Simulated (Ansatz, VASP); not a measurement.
## Cd in VASP and in Ansatz

File INCAR:

```
SYSTEM = Cd
PREC     = Accurate       ! precision mode
ENCUT    = 520            ! plane-wave cutoff, eV
EDIFF    = 1E-6           ! SCF threshold, eV
ISMEAR   = -1             ! smearing method
SIGMA    = 0.08           ! smearing width, eV
LREAL    = .False.        ! projectors in reciprocal space
LASPH    = .True.         ! aspherical terms in the spheres
NELM     = 60             ! most SCF steps
ALGO     = Normal         ! electronic algorithm
ISIF     = 2              ! what is computed and relaxed
LWAVE    = .False.        ! write WAVECAR
LCHARG   = .False.        ! write CHGCAR
GGA      = PS             ! functional
NBANDS   = 12             ! bands
```

File KPOINTS:

```
regular mesh
0
Gamma
  17 17 17
  0 0 0
```

The input POSCAR:

```
Cd
1.0
    0.0000000000      2.0141926554      2.0141926554
    2.0141926554      0.0000000000      2.0141926554
    2.0141926554      2.0141926554      0.0000000000
Cd
1
Direct
    0.0000000000      0.0000000000      0.0000000000
```

Input for Ansatz:

```yaml
crystal:
  lattice:
    - [0.0, 2.0141926554, 2.0141926554]
    - [2.0141926554, 0.0, 2.0141926554]
    - [2.0141926554, 2.0141926554, 0.0]
  atoms:
    - { symbol: Cd, position: [0.0, 0.0, 0.0] }
kpoints:
  mp_grid: { grid: [17, 17, 17] }
scf:
  occupations: { method: fermi_dirac, width: 0.08 }
hamiltonian:
  xc: pbesol
  pseudopotentials: { kind: all_electron, lapw: { basis_error: 0.001 } }
output:
  forces: true
  stress: true
  eigenvalues: true
  populations: true
```

Change from the starting cell: volume scaled by 0.78, LAPW.

Alike in both runs: task single point; functional PBEsol; k mesh 17 × 17 × 17; occupations fermi-dirac, width 0.08 eV; no spin polarisation.

|  | VASP | Ansatz |
| --- | --- | --- |
| version | VASP 6.6.1 | Ansatz 0.2.0 |
| potentials or method | VASP PAW PBE potentials, release 64 (Cd), cutoff 520 eV | all-electron LAPW, scalar-relativistic |

|  | VASP | Ansatz | Ansatz less VASP |
| --- | --- | --- | --- |
| pressure (GPa) | 30.5 | 29.3 | -1.25 |

VASP's potentials were made for PBE, not for PBEsol. Both programs put the cell under a high pressure, so it lies far from rest at this level. Ansatz ran all-electron here, and VASP with PAW potentials.
